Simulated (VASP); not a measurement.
Here is a VASP 6.6.1 calculation.

The input INCAR:

```
SYSTEM = CdS3
  ALGO = Normal
  EDIFF = 1E-6
  ENCUT = 500
  GGA = PE
  GGA_COMPAT = .FALSE.
  ISIF = 2
  ISMEAR = 0
  LASPH = .TRUE.
  LCHARG = .FALSE.
  LREAL = .FALSE.
  LWAVE = .FALSE.
  NBANDS = 23
  NELM = 120
  PREC = Accurate
  SIGMA = 0.1
```

The input KPOINTS:

```
k-points
0
G
  6 6 4
  0 0 0
```

Contents of POSCAR:

```
CdS3
1.0
    4.8008216082      0.0000000000      0.0000000000
   -2.4004108041      4.1576334717      0.0000000000
    0.0000000000      0.0000000000      4.9744937402
Cd S
1 3
Direct
    0.0000000000      0.0000000000      0.5000000000
    0.0000000000      0.0000000000      0.0000000000
    0.3333333333      0.6666666667      0.5000000000
    0.6666666667      0.3333333333      0.5000000000
```

Potentials or basis: VASP PAW PBE potentials, release 64 (Cd, S).

Launch:

```console
$ cat potpaw_PBE.64/Cd/POTCAR potpaw_PBE.64/S/POTCAR > POTCAR
$ mpirun -np 1 vasp_std > vasp.out
```

Question: Estimate the band gap on the k mesh.

Answer: Zero (band 15 reaches 1.74 eV, above the bottom of band 16 at 1.07 eV).

Question: Estimate the pressure.

Answer: 0.2 GPa.

Stress tensor (GPa, compression positive):
```
0.06 0.00 0.00
0.00 0.06 0.00
0.00 0.00 0.37
```
